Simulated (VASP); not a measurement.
# K3Pd (P6_3/mmc) in VASP: single point with PBE

Aim: the single point of K3Pd with PBE.

Everything below comes from runs of VASP 6.6.1. Logs are shortened: lines on timing, memory, paths and dates and some standing lists are left out, and cuts for length are marked.

### 1 The cell of the first run

Symmetry: P6_3/mmc, No. 194, hexagonal system. Conventional cell: a = 8.470 Å, b = 8.470 Å, c = 5.407 Å, α = 90.00°, β = 90.00°, γ = 120.00°. K (site symmetry mm2) has 4 Pd at 3.43 to 4.25 Å and 6 K at 3.67 to 3.87 Å within 4.5 Å. Pd (site symmetry -6m2) has 12 K at 3.43 to 4.25 Å within 4.5 Å.

### 2 Single point, PBE

File INCAR:

```
SYSTEM = K3Pd
PREC     = Accurate       ! precision mode
ENCUT    = 520            ! plane-wave cutoff, eV
EDIFF    = 1E-7           ! SCF threshold, eV
ISMEAR   = 0              ! smearing method
SIGMA    = 0.1            ! smearing width, eV
LREAL    = .False.        ! projectors in reciprocal space
LASPH    = .True.         ! aspherical terms in the spheres
NELM     = 60             ! most SCF steps
ALGO     = Fast           ! electronic algorithm
ISIF     = 2              ! what is computed and relaxed
LWAVE    = .False.        ! write WAVECAR
LCHARG   = .False.        ! write CHGCAR
GGA      = PE             ! functional
NBANDS   = 47             ! bands
```

File KPOINTS:

```
Automatic mesh
0
Gamma
  6 6 8
  0 0 0
```

File POSCAR:

```
K3Pd
1.0
    8.4703002239      0.0000000000      0.0000000000
   -4.2351501120      7.3354951716      0.0000000000
    0.0000000000      0.0000000000      5.4065349745
K Pd
6 2
Direct
    0.8110512868      0.6221025736      0.2500000000
    0.1889487132      0.8110512868      0.7500000000
    0.3778974264      0.1889487132      0.2500000000
    0.1889487132      0.3778974264      0.7500000000
    0.8110512868      0.1889487132      0.2500000000
    0.6221025736      0.8110512868      0.7500000000
    0.3333333333      0.6666666667      0.2500000000
    0.6666666667      0.3333333333      0.7500000000
```

Potentials or basis: VASP PAW PBE potentials, release 64 (K_sv, Pd).

Command:

```console
> cat potpaw_PBE.64/K_sv/POTCAR potpaw_PBE.64/Pd/POTCAR > POTCAR
> mpirun -np 1 vasp_std > vasp.out
```

OUTCAR:

```text
SYSTEM = K3Pd
   PREC = Accurate
   ENCUT = 520
   EDIFF = 1E-7
   ISMEAR = 0
   LREAL = .False.
   LASPH = .True.
   NELM = 60
   ISIF = 2
   GGA = PE

 ion  position               nearest neighbor table
   1  0.811  0.622  0.250-   8 3.43   8 3.43   3 3.67   5 3.67
   2  0.189  0.811  0.750-   7 3.43   7 3.43   6 3.67   4 3.67
   3  0.378  0.189  0.250-   8 3.43   8 3.43   1 3.67   5 3.67
   4  0.189  0.378  0.750-   7 3.43   7 3.43   6 3.67   2 3.67
   5  0.811  0.189  0.250-   8 3.43   8 3.43   3 3.67   1 3.67
   6  0.622  0.811  0.750-   7 3.43   7 3.43   4 3.67   2 3.67
   7  0.333  0.667  0.250-   2 3.43   2 3.43   6 3.43   6 3.43   4 3.43   4 3.43
   8  0.667  0.333  0.750-   5 3.43   5 3.43   3 3.43   3 3.43   1 3.43   1 3.43

  LATTYP: Found a hexagonal cell.
 ALAT       =     8.4703002239
 C/A-ratio  =     0.6382931929

  Lattice vectors:

 A1 = (   8.4703002239,   0.0000000000,   0.0000000000)
 A2 = (  -4.2351501120,   7.3354951716,   0.0000000000)
 A3 = (   0.0000000000,   0.0000000000,   5.4065349745)

Analysis of symmetry for initial positions (statically):
=====================================================================
 Subroutine PRICEL returns:
 Original cell was already a primitive cell.

 Routine SETGRP: Setting up the symmetry group for a
 hexagonal supercell.

 Subroutine GETGRP returns: Found 24 space group operations
 (whereof 12 operations were pure point group operations)
 out of a pool of 24 trial point group operations.

The static configuration has the point symmetry D_3d.
 The point group associated with its full space group is D_6h.

Analysis of symmetry for dynamics (positions and initial velocities):
=====================================================================
 Subroutine PRICEL returns:
 Original cell was already a primitive cell.

 Routine SETGRP: Setting up the symmetry group for a
 hexagonal supercell.

 Subroutine GETGRP returns: Found 24 space group operations
 (whereof 12 operations were pure point group operations)
 out of a pool of 24 trial point group operations.

The dynamic configuration has the point symmetry D_3d.
 The point group associated with its full space group is D_6h.

 Subroutine INISYM returns: Found 24 space group operations
 (whereof 12 operations are pure point group operations),
 and found     1 'primitive' translations

----------------------------------------------------------------------------------------

                                     Primitive cell

  volume of cell :     335.9288

  direct lattice vectors                    reciprocal lattice vectors
     8.470300224  0.000000000  0.000000000     0.118059570  0.068161724  0.000000000
    -4.235150112  7.335495172  0.000000000     0.000000000  0.136323449  0.000000000
     0.000000000  0.000000000  5.406534975     0.000000000  0.000000000  0.184961349

  length of vectors
     8.470300224  8.470300224  5.406534975     0.136323449  0.136323449  0.184961349

  position of ions in fractional coordinates (direct lattice)
     0.811051287  0.622102574  0.250000000
     0.188948713  0.811051287  0.750000000
     0.377897426  0.188948713  0.250000000
     0.188948713  0.377897426  0.750000000
     0.811051287  0.188948713  0.250000000
     0.622102574  0.811051287  0.750000000
     0.333333333  0.666666667  0.250000000
     0.666666667  0.333333333  0.750000000

  ion indices of the primitive-cell ions
   primitive index   ion index
                 1           1
                 2           2
                 3           3
                 4           4
                 5           5
                 6           6
                 7           7
                 8           8

----------------------------------------------------------------------------------------

 KPOINTS: Automatic mesh

Automatic generation of k-mesh.
 Grid dimensions read from file:
 generate k-points for:    6    6    8

 Generating k-lattice:

  Cartesian coordinates                     Fractional coordinates (reciprocal lattice)
     0.019676595  0.011360287  0.000000000     0.166666667  0.000000000  0.000000000
     0.000000000  0.022720575  0.000000000     0.000000000  0.166666667  0.000000000
     0.000000000  0.000000000  0.023120169     0.000000000  0.000000000  0.125000000

  Length of vectors
     0.022720575  0.022720575  0.023120169

  Shift w.r.t. Gamma in fractional coordinates (k-lattice)
     0.000000000  0.000000000  0.000000000

 Subroutine IBZKPT returns following result:
 ===========================================

 Found     35 irreducible k-points:

 Following reciprocal coordinates:
            Coordinates               Weight
  0.000000  0.000000  0.000000      1.000000
  0.166667 -0.000000  0.000000      6.000000
  0.333333  0.000000  0.000000      6.000000
  0.500000 -0.000000  0.000000      3.000000
  0.166667  0.166667  0.000000      6.000000
  0.333333  0.166667  0.000000     12.000000
[... 16 lines left out ...]
  0.166667 -0.000000  0.375000     12.000000
  0.333333  0.000000  0.375000     12.000000
 [... further k-points ...]
   k-points           NKPTS =     35   k-points in BZ     NKDIM =     35   number of bands    NBANDS=     47
   number of dos      NEDOS =    301   number of ions     NIONS =      8
   total plane-waves  NPLWV = 163840
   dimension x,y,z NGX =    64 NGY =   64 NGZ =   40
   dimension x,y,z NGXF=   128 NGYF=  128 NGZF=   80
   ions per type =               6   2
   NGX,Y,Z   is equivalent  to a cutoff of  12.56, 12.56, 12.30 a.u.
   NGXF,Y,Z  is equivalent  to a cutoff of  25.12, 25.12, 24.60 a.u.
 SYSTEM =  K3Pd
   PREC   = accura    normal or accurate (medium, high low for compatibility)
   ISTART =      0    job   : 0-new  1-cont  2-samecut
   ICHARG =      2    charge: 1-file 2-atom 10-const
   ISPIN  =      1    spin polarized calculation?
   LNONCOLLINEAR =      F non collinear calculations
   LSORBIT =      F    spin-orbit coupling
   LASPH  =      T    aspherical Exc in radial PAW
   ENCUT  =  520.0 eV  38.22 Ry    6.18 a.u.  15.75 15.75 10.05*2*pi/ulx,y,z
   NELM   =     60;   NELMIN=  2; NELMDL= -5     # of ELM steps
   EDIFF  = 0.1E-06   stopping-criterion for ELM
   LREAL  =      F    real-space projection
   EDIFFG = 0.1E-05   stopping-criterion for IOM
   NSW    =      0    number of steps for IOM
   IBRION =     -1    ionic relax: 0-MD 1-quasi-New 2-CG
   NFREE  =      0    steps in history (QN), initial steepest desc. (CG)
   ISIF   =      2    stress and relaxation
   ISYM   =      2    0-nonsym 1-usesym 2-fastsym
   POTIM  = 0.5000    time-step for ionic-motion
   TEBEG  =    0.0;   TEEND  =   0.0 temperature during run
   PSTRESS=    0.0 pullay stress
   NELECT =      74.0000    total number of electrons
   NUPDOWN=      -1.0000    fix difference up-down
   EMIN   =  10.00;   EMAX   =-10.00  energy-range for DOS
   EFERMI =   0.00;   METHOD = LEGACY
   ISMEAR =     0;   SIGMA  =   0.10  broadening in eV -4-tet -1-fermi 0-gaus
   EFERMI_NEDOS =   21; number of points for ismear=-14 and -15
   IALGO  =     68    algorithm
   IMIX   =      4    mixing-type and parameters
     AMIX     =   0.40;   BMIX     =  1.00
     AMIX_MAG =   1.60;   BMIX_MAG =  1.00
  volume/ion in A,a.u.               =      41.99       283.37
  Fermi-wavevector in a.u.,A,eV,Ry     =   0.988712  1.868394 13.300385  0.977551
  Thomas-Fermi vector in A             =   2.120258
   LORBIT       =      0    0 simple, 1 ext, 2 COOP (PROOUT), +10 PAW based schemes
   GGA     = PE    functional components
   LHFCALC =     F    Hartree Fock is set to
   AEXX    =    0.0000 exact exchange contribution
   IVDW    =     0    specifies the selected vdW correction
   LEPSILON=     F    determine dielectric tensor
   LRPA    =     F    only Hartree local field effects (RPA)
 non-spin polarized calculation
 RMM-DIIS sequential band-by-band and
 Gauss-broadening in eV      SIGMA  =   0.10
  energy-cutoff  :      520.00
  volume of cell :      335.93
 maximum number of plane-waves:      9092
 NGX is ok and might be reduce to    64
   NGX = 31   NGY = 31   NGZ = 21

 number of electron      74.0000005 magnetization

 Free energy of the ion-electron system (eV)
  ---------------------------------------------------
  ext. energy  EPLUGINS =         0.00000000
  ---------------------------------------------------
  free energy    TOTEN  =       -15.72379931 eV

  energy without entropy =      -15.70779333  energy(sigma->0) =      -15.71579632

 E-fermi :   1.2014     XC(G=0):  -7.1783

 val. band max:        1.1804940937   @ k =   0.1667  -0.0000   0.2500
 cond. band min:       1.2175548603   @ k =   0.1667   0.1667   0.5000
 fundamental gap:      0.0370607666
 Fermi energy:         1.2013973903

 k-point     1 :       0.0000    0.0000    0.0000
  band No.  band energies     occupation
      1     -30.5738      2.00000
      2     -30.5426      2.00000
      3     -30.5426      2.00000
      4     -30.5417      2.00000
      5     -30.5271      2.00000
      6     -30.5271      2.00000
[... 39 lines left out ...]
     46       4.2867      0.00000
     47       4.7188      0.00000

 k-point     2 :       0.1667   -0.0000    0.0000
  band No.  band energies     occupation
      1     -30.5723      2.00000
      2     -30.5457      2.00000
      3     -30.5427      2.00000
      4     -30.5422      2.00000
      5     -30.5271      2.00000
      6     -30.5251      2.00000
[... 39 lines left out ...]
     46       4.1652      0.00000
     47       4.6035      0.00000

 k-point     3 :       0.3333    0.0000    0.0000
  band No.  band energies     occupation
      1     -30.5681      2.00000
      2     -30.5527      2.00000
      3     -30.5428      2.00000
      4     -30.5422      2.00000
      5     -30.5270      2.00000
      6     -30.5222      2.00000
[... 39 lines left out ...]
     46       4.0600      0.00000
     47       4.5066      0.00000

 k-point     4 :       0.5000   -0.0000    0.0000
  band No.  band energies     occupation
      1     -30.5637      2.00000
      2     -30.5582      2.00000
      3     -30.5428      2.00000
      4     -30.5422      2.00000
      5     -30.5269      2.00000
      6     -30.5211      2.00000
[... 939 lines left out ...]
     46       3.4710      0.00000
     47       3.7452      0.00000

 k-point    23 :       0.1667   -0.0000    0.3750
  band No.  band energies     occupation
      1     -30.5629      2.00000
      2     -30.5520      2.00000
      3     -30.5384      2.00000
      4     -30.5378      2.00000
      5     -30.5318      2.00000
      6     -30.5313      2.00000
[... 39 lines left out ...]
     46       3.7320      0.00000
     47       3.9880      0.00000

 k-point    24 :       0.3333    0.0000    0.3750
  band No.  band energies     occupation
      1     -30.5609      2.00000
      2     -30.5538      2.00000
      3     -30.5394      2.00000
      4     -30.5378      2.00000
      5     -30.5317      2.00000
      6     -30.5305      2.00000
[... 39 lines left out ...]
     46       4.0397      0.00000
     47       4.2862      0.00000

 [... further k-points ...]
[... 5 lines left out ...]
  --------------------------------------------------------------------------------------
  -------------------------------------------------------------------------------------
  Total       -0.0286228     -0.0286228     -0.0178296      0.0000000      0.0000000      0.0000000
  in kB       -0.1365135     -0.1365135     -0.0850363      0.0000000      0.0000000      0.0000000
  external PRESSURE =      -0.1193544 kB  Pullay stress =       0.0000000 kB

 VOLUME and BASIS-vectors are now :
 -----------------------------------------------------------------------------
  energy-cutoff  :      520.00
  volume of cell :      335.93
      direct lattice vectors                 reciprocal lattice vectors
     8.470300224  0.000000000  0.000000000     0.118059570  0.068161724  0.000000000
    -4.235150112  7.335495172  0.000000000     0.000000000  0.136323449  0.000000000
     0.000000000  0.000000000  5.406534975     0.000000000  0.000000000  0.184961349

 POSITION                                       TOTAL-FORCE (eV/Angst)
 -----------------------------------------------------------------------------------
      4.23515      4.56343      1.35163        -0.000000      0.003010     -0.000000
     -1.83447      5.94946      4.05490        -0.002607      0.001505     -0.000000
      2.40068      1.38603      1.35163        -0.002607     -0.001505     -0.000000
     -0.00000      2.77206      4.05490         0.000000     -0.003010      0.000000
      6.06962      1.38603      1.35163         0.002607     -0.001505      0.000000
      1.83447      5.94946      4.05490         0.002607      0.001505      0.000000
     -0.00000      4.89033      1.35163        -0.000000      0.000000      0.000000
      4.23515      2.44517      4.05490         0.000000      0.000000      0.000000
 -----------------------------------------------------------------------------------
    total drift:                               -0.000000      0.000000     -0.000000

  FREE ENERGIE OF THE ION-ELECTRON SYSTEM (eV)
  ---------------------------------------------------
  free  energy   TOTEN  =       -15.7237993093 eV

  energy  without entropy=      -15.7077933305  energy(sigma->0) =      -15.71579632
```

It took 37 min on 1 thread of Intel Xeon 8259CL, shared host; peak memory 0.7 GiB.

What came out:

| Property | Result |
| --- | --- |
| Free energy | -15.7238 eV |
| Pressure | 0.0 GPa |
| Largest force | 0.003 eV/Å |
| Band gap on the k mesh | zero (bands 37 and 38 overlap by 0.41 eV) |

Forces on the atoms (eV/Å):
```
K    0.000  0.003  0.000
K   -0.003  0.002  0.000
K   -0.003 -0.002  0.000
K    0.000 -0.003  0.000
K    0.003 -0.002  0.000
K    0.003  0.002  0.000
Pd   0.000  0.000  0.000
Pd   0.000  0.000  0.000
```

The gap in the log of VASP goes by the Fermi energy; the results here count the filled bands.